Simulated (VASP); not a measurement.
Runs of VASP 6.6.1 on HgTe. The structure is that of space group F-43m (No. 216), or close to it. The cells are those of the table. 

```csv
task,level,cell,cutoff (eV),share of exact exchange,screening parameter,second try,gap on the mesh (eV),pressure (GPa)
single point,HSE06,"a = 4.657 Å, angles 60.0°, 2 atoms",520,0.25,0.2079 1/Å,-,none,(b)
single point,r2SCAN0,"a = 4.635 Å, angles 60.0°, 2 atoms",500,0.25,-,not_converged,none,-0.4
single point,B3LYP,"a = 4.760 Å, angles 60.0°, 2 atoms",520,0.2,-,-,none,0.0
single point,r2SCAN50,"a = 4.485 Å, angles 60.0°, 2 atoms",520,0.5,-,-,2.29,3.3
single point,r2SCAN50,"a = 4.453 Å, angles 60.0°, 2 atoms",520,0.5,-,-,(a),(c)
relaxation of cell and atoms,HSE06,"relaxed from a = 4.546 Å, angles 60.0°, 2 atoms",600,0.25,0.2079 1/Å,-,none,0.0
single point,r2SCAN50,"a = 4.576 Å, angles 60.0°, 2 atoms",520,0.5,-,-,2.08,-0.2
single point,r2SCAN0,"a = 4.515 Å, angles 60.0°, 2 atoms",520,0.25,-,-,0.93,3.3
```

Alike in all rows: potentials or basis VASP PAW PBE potentials, release 64 (Hg, Te); no spin polarisation; k mesh 4 × 4 × 4; smearing fermi-dirac 0.05 eV.

Q: Estimate the missing entries.

A: (a) 2.36; (b) -0.1; (c) 4.7.

Caveats: all runs use coarse meshes; the PAW data sets were made with another functional, which shifts forces and pressure a little; spin-orbit coupling is left out, which moves the levels of the heavy elements.

A k mesh can miss the band edges, and the runs leave out spin-orbit coupling on Hg, Te.

A gap of «none» marks levels without a gap at the run's occupations.
